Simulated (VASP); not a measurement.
# Sn (I4_1/amd) in VASP: single point with PBE

Aim: the single point of Sn with PBE.

All numbers are computed with VASP 6.6.1; they aren't measurements. Logs are shortened: lines on timing, memory, paths and dates and some standing lists are left out, and cuts for length are marked.

**1. The cell of the first run**

It takes space group I4_1/amd (No. 141, tetragonal). Conventional cell: a = 4.707 Å, b = 4.707 Å, c = 7.056 Å, α = 90.00°, β = 90.00°, γ = 90.00°. Sn (site symmetry -4m2) has 4 Sn at 2.94 Å within 3.9 Å.

**2. Single point, PBE (strain +0.0600 x Voigt [0, 1, 0, 0, 0, 0])**

The input, INCAR:

```
SYSTEM = Sn
ALGO = Fast ; EDIFF = 1E-7
ENCUT = 520 ; GGA = PE
ISIF = 2 ; ISMEAR = 0
LASPH = .True. ; LCHARG = .False.
LREAL = .False. ; LWAVE = .False.
NBANDS = 21 ; NELM = 80
PREC = Accurate ; SIGMA = 0.15
```

The input, KPOINTS:

```
k-points
0
Gamma
  16 16 16
  0 0 0
```

The input, POSCAR:

```
Sn
1.0
    0.0000000000      3.5278366481      3.3281477812
    3.3281477812      0.0000000000      3.3281477812
    3.3281477812      3.5278366481      0.0000000000
Sn
2
Direct
    0.5000000000      0.5000000000      0.5000000000
    0.7500000000      0.7500000000      0.7500000000
```

Potentials or basis: VASP PAW PBE potentials, release 64 (Sn_d).

The run is started by

```
$ cat potpaw_PBE.64/Sn_d/POTCAR > POTCAR
$ mpirun -np 1 vasp_std > vasp.out
```

OUTCAR:

```text
SYSTEM = Sn
   EDIFF = 1E-7
   ENCUT = 520
   GGA = PE
   ISIF = 2
   ISMEAR = 0
   LASPH = .True.
   LREAL = .False.
   NELM = 80
   PREC = Accurate

 ion  position               nearest neighbor table
   1  0.500  0.500  0.500-   2 2.94   2 2.94   2 2.94   2 2.94
   2  0.750  0.750  0.750-   1 2.94   1 2.94   1 2.94   1 2.94

  LATTYP: Found a body centered tetragonal cell.
 ALAT       =     4.7067117298
 C/A-ratio  =     1.4990663761

  Lattice vectors:

 A1 = (   0.0000000000,  -3.5278366481,   3.3281477812)
 A2 = (   0.0000000000,  -3.5278366481,  -3.3281477812)
 A3 = (   3.3281477812,   3.5278366481,   0.0000000000)

Analysis of symmetry for initial positions (statically):
=====================================================================
 Subroutine PRICEL returns:
 Original cell was already a primitive cell.

 Routine SETGRP: Setting up the symmetry group for a
 body centered tetragonal supercell.

 Subroutine GETGRP returns: Found 16 space group operations
 (whereof  8 operations were pure point group operations)
 out of a pool of 16 trial point group operations.

The static configuration has the point symmetry D_2d.
 The point group associated with its full space group is D_4h.

Analysis of symmetry for dynamics (positions and initial velocities):
=====================================================================
 Subroutine PRICEL returns:
 Original cell was already a primitive cell.

 Routine SETGRP: Setting up the symmetry group for a
 body centered tetragonal supercell.

 Subroutine GETGRP returns: Found 16 space group operations
 (whereof  8 operations were pure point group operations)
 out of a pool of 16 trial point group operations.

The dynamic configuration has the point symmetry D_2d.
 The point group associated with its full space group is D_4h.

 Subroutine INISYM returns: Found 16 space group operations
 (whereof  8 operations are pure point group operations),
 and found     1 'primitive' translations

----------------------------------------------------------------------------------------

                                     Primitive cell

  volume of cell :      78.1526

  direct lattice vectors                    reciprocal lattice vectors
     0.000000000  3.527836648  3.328147781    -0.150233713  0.141729918  0.150233713
     3.328147781  0.000000000  3.328147781     0.150233713 -0.141729918  0.150233713
     3.328147781  3.527836648  0.000000000     0.150233713  0.141729918 -0.150233713

  length of vectors
[... 76 lines left out ...]
   ISPIN  =      1    spin polarized calculation?
   LNONCOLLINEAR =      F non collinear calculations
   LSORBIT =      F    spin-orbit coupling
   LASPH  =      T    aspherical Exc in radial PAW
   ENCUT  =  520.0 eV  38.22 Ry    6.18 a.u.   9.02  8.75  9.02*2*pi/ulx,y,z
   NELM   =     80;   NELMIN=  2; NELMDL= -5     # of ELM steps
   EDIFF  = 0.1E-06   stopping-criterion for ELM
   LREAL  =      F    real-space projection
   EDIFFG = 0.1E-05   stopping-criterion for IOM
   NSW    =      0    number of steps for IOM
   IBRION =     -1    ionic relax: 0-MD 1-quasi-New 2-CG
   NFREE  =      0    steps in history (QN), initial steepest desc. (CG)
   ISIF   =      2    stress and relaxation
   ISYM   =      2    0-nonsym 1-usesym 2-fastsym
   POTIM  = 0.5000    time-step for ionic-motion
   TEBEG  =    0.0;   TEEND  =   0.0 temperature during run
   PSTRESS=    0.0 pullay stress
   NELECT =      28.0000    total number of electrons
   NUPDOWN=      -1.0000    fix difference up-down
   EMIN   =  10.00;   EMAX   =-10.00  energy-range for DOS
   EFERMI =   0.00;   METHOD = LEGACY
   ISMEAR =     0;   SIGMA  =   0.15  broadening in eV -4-tet -1-fermi 0-gaus
   EFERMI_NEDOS =   21; number of points for ismear=-14 and -15
   IALGO  =     68    algorithm
   IMIX   =      4    mixing-type and parameters
     AMIX     =   0.40;   BMIX     =  1.00
     AMIX_MAG =   1.60;   BMIX_MAG =  1.00
  volume/ion in A,a.u.               =      39.08       263.70
  Fermi-wavevector in a.u.,A,eV,Ry     =   1.162732  2.197245 18.394337  1.351946
  Thomas-Fermi vector in A             =   2.299290
   LORBIT       =      0    0 simple, 1 ext, 2 COOP (PROOUT), +10 PAW based schemes
   GGA     = PE    functional components
   LHFCALC =     F    Hartree Fock is set to
   AEXX    =    0.0000 exact exchange contribution
   IVDW    =     0    specifies the selected vdW correction
   LEPSILON=     F    determine dielectric tensor
   LRPA    =     F    only Hartree local field effects (RPA)
 non-spin polarized calculation
 RMM-DIIS sequential band-by-band and
 Gauss-broadening in eV      SIGMA  =   0.15
  energy-cutoff  :      520.00
  volume of cell :       78.15
 maximum number of plane-waves:      2129
   NGX = 19   NGY = 17   NGZ = 19

 number of electron      28.0000006 magnetization

 Free energy of the ion-electron system (eV)
  ---------------------------------------------------
  ext. energy  EPLUGINS =         0.00000000
  ---------------------------------------------------
  free energy    TOTEN  =        -7.65101813 eV

  energy without entropy =       -7.64897269  energy(sigma->0) =       -7.64999541

 E-fermi :   4.3263     XC(G=0):  -8.3059

 val. band max:        4.3239616373   @ k =   0.0625   0.0625   0.0000
 cond. band min:       4.3426559854   @ k =   0.0625   0.0000   0.0625
 fundamental gap:      0.0186943481
 Fermi energy:         4.3262549719

 k-point     1 :       0.0000    0.0000    0.0000
  band No.  band energies     occupation
      1     -17.1555      2.00000
      2     -17.1555      2.00000
      3     -17.1442      2.00000
      4     -17.1092      2.00000
      5     -17.1084      2.00000
      6     -16.9141      2.00000
[... 565 lines left out ...]
     20      10.8535      0.00000
     21      11.6943      0.00000

 [... further k-points ...]
[... 5 lines left out ...]
  --------------------------------------------------------------------------------------
  -------------------------------------------------------------------------------------
  Total       -0.6359233     -1.4759044     -0.6359233      0.0000000      0.0000000      0.0000000
  in kB      -13.0368196    -30.2569500    -13.0368196      0.0000000      0.0000000      0.0000000
  external PRESSURE =     -18.7768631 kB  Pullay stress =       0.0000000 kB

 VOLUME and BASIS-vectors are now :
 -----------------------------------------------------------------------------
  energy-cutoff  :      520.00
  volume of cell :       78.15
      direct lattice vectors                 reciprocal lattice vectors
     0.000000000  3.527836648  3.328147781    -0.150233713  0.141729918  0.150233713
     3.328147781  0.000000000  3.328147781     0.150233713 -0.141729918  0.150233713
     3.328147781  3.527836648  0.000000000     0.150233713  0.141729918 -0.150233713

 POSITION                                       TOTAL-FORCE (eV/Angst)
 -----------------------------------------------------------------------------------
      3.32815      3.52784      3.32815        -0.000000      0.000000     -0.000000
      4.99222      5.29175      4.99222         0.000000      0.000000      0.000000
 -----------------------------------------------------------------------------------
    total drift:                                0.000000      0.000000      0.000000

  FREE ENERGIE OF THE ION-ELECTRON SYSTEM (eV)
  ---------------------------------------------------
  free  energy   TOTEN  =        -7.6510181311 eV

  energy  without entropy=       -7.6489726873  energy(sigma->0) =       -7.64999541
```

OSZICAR:

```text
N       E                     dE             d eps       ncg     rms          rms(c)
DAV:   1     0.228282731356E+03    0.22828E+03   -0.14813E+04 14778   0.184E+03
DAV:   2     0.174730166375E+02   -0.21081E+03   -0.20646E+03 14733   0.439E+02
DAV:   3    -0.685330056662E+01   -0.24326E+02   -0.24193E+02 17308   0.140E+02
DAV:   4    -0.765561002127E+01   -0.80231E+00   -0.80199E+00 16553   0.287E+01
DAV:   5    -0.768364759404E+01   -0.28038E-01   -0.28037E-01 21445   0.522E+00    0.261E+00
RMM:   6    -0.765963556261E+01    0.24012E-01   -0.19622E-02 18122   0.175E+00    0.156E+00
RMM:   7    -0.764853449628E+01    0.11101E-01   -0.38224E-02 18281   0.211E+00    0.153E-01
RMM:   8    -0.765033136922E+01   -0.17969E-02   -0.80819E-03 17344   0.838E-01    0.531E-02
RMM:   9    -0.765093314888E+01   -0.60178E-03   -0.30237E-03 20534   0.514E-01    0.363E-02
RMM:  10    -0.765100519002E+01   -0.72041E-04   -0.67992E-04 20428   0.234E-01    0.148E-02
RMM:  11    -0.765101724359E+01   -0.12054E-04   -0.10510E-04 23435   0.801E-02    0.404E-03
RMM:  12    -0.765101814442E+01   -0.90083E-06   -0.95357E-06 22489   0.266E-02    0.157E-03
RMM:  13    -0.765101815486E+01   -0.10446E-07   -0.25663E-06 23063   0.124E-02    0.683E-04
RMM:  14    -0.765101813114E+01    0.23726E-07   -0.31704E-07 14021   0.457E-03
   1 F= -.76510181E+01 E0= -.76499954E+01  d E =-.204544E-02
```

stdout:

```text
POSCAR found type information on POSCAR Sn
 POSCAR found :  1 types and       2 ions
 scaLAPACK will be used
 LDA part: xc-table for (Slater+PW92), standard interpolation
 POSCAR, INCAR and KPOINTS ok, starting setup
 FFT: planning ... GRIDC
 FFT: planning ... GRID_SOFT
 FFT: planning ... GRID
 WAVECAR not read
 entering main loop
WARNING in EDDRMM: call to ZHEGV failed, returncode =   8  4     19
WARNING in EDDRMM: call to ZHEGV failed, returncode =   8  4     21
WARNING in EDDRMM: call to ZHEGV failed, returncode =   8  4     21
WARNING in EDDRMM: call to ZHEGV failed, returncode =   6  3     19
```

Run time: 6.1 min. Hardware: 1 thread of Intel Xeon Platinum 8488C (Sapphire Rapids), shared host; peak memory 0.55 GiB.

What came out:

```
Free energy            : -7.6510 eV
Pressure               : -1.9 GPa
Band gap on the k mesh : zero (band 14 reaches 4.53 eV, above the bottom of band 15 at 4.05 eV)
```

Caveat: the cell differs from its parent crystal (strain +0.0600 x Voigt [0, 1, 0, 0, 0, 0]); spin-orbit coupling is left out, which moves the levels of the heavy elements.
